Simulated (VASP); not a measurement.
Tc:

```
Tc
1.0
     2.73936    0.00000    0.00000
    -1.36968    2.37235    0.00000
     0.00000    0.00000    8.76968
Tc
4
Direct
  0.66667 0.33333 0.75000
  0.00000 0.00000 0.50000
  0.33333 0.66667 0.25000
  0.00000 0.00000 0.00000
```

- Program: VASP 6.6.1
- Task: relaxation of cell and atoms
- Functional: PBEsol
- Dispersion: D4
- Potentials or basis: VASP PAW PBE potentials, release 64 (Tc_pv)
- Cutoff: 600 eV
- k mesh: 11 × 11 × 3
- Occupations: fermi-dirac, width 0.05 eV
- Spin: no spin polarisation

At the start: pressure -9.4 GPa; volume 14.25 Å³/atom.

Q: How do energy, volume and symmetry change on relaxing?

A: Over 9 steps the energy falls by 12.8 meV/atom and the volume is 13.83 Å³/atom (-2.9 %); space group P6_3/mmc (No. 194, to 0.05 Å).

Step by step:
| step | energy change (eV) | largest force (eV/Å) | pressure (GPa) | volume (Å³) |
| --- | --- | --- | --- | --- |
| 1 | 0.0000 | 0.0000 | -9.43 | 56.99 |
| 2 | 0.5136 | 0.0000 | 39.53 | 50.35 |
| 3 | -0.0508 | 0.0000 | -0.37 | 55.39 |
| 4 | -0.0509 | 0.0000 | 0.01 | 55.33 |
| 5 | -0.0508 | 0.0000 | 0.20 | 55.30 |
| 6 | -0.0512 | 0.0000 | 0.15 | 55.30 |
| 7 | -0.0513 | 0.0000 | 0.17 | 55.30 |
| 8 | -0.0512 | 0.0000 | -0.37 | 55.39 |
| 9 | -0.0513 | 0.0000 | 0.04 | 55.32 |

Final structure:
```cif
data_structure
_symmetry_space_group_name_H-M 'P 1'
_symmetry_Int_Tables_number 1
_cell_length_a 2.7080
_cell_length_b 2.7080
_cell_length_c 8.7111
_cell_angle_alpha 90.000
_cell_angle_beta 90.000
_cell_angle_gamma 120.000
_cell_volume 55.32
loop_
_atom_site_label
_atom_site_type_symbol
_atom_site_fract_x
_atom_site_fract_y
_atom_site_fract_z
_atom_site_occupancy
Tc1 Tc 0.66667 0.33333 0.75000 1
Tc2 Tc 0.00000 0.00000 0.50000 1
Tc3 Tc 0.33333 0.66667 0.25000 1
Tc4 Tc 0.00000 0.00000 0.00000 1
```

Caveat: the PAW data sets were made with another functional, which shifts forces and pressure a little; pairwise dispersion overbinds metals, which lowers pressure and volume.
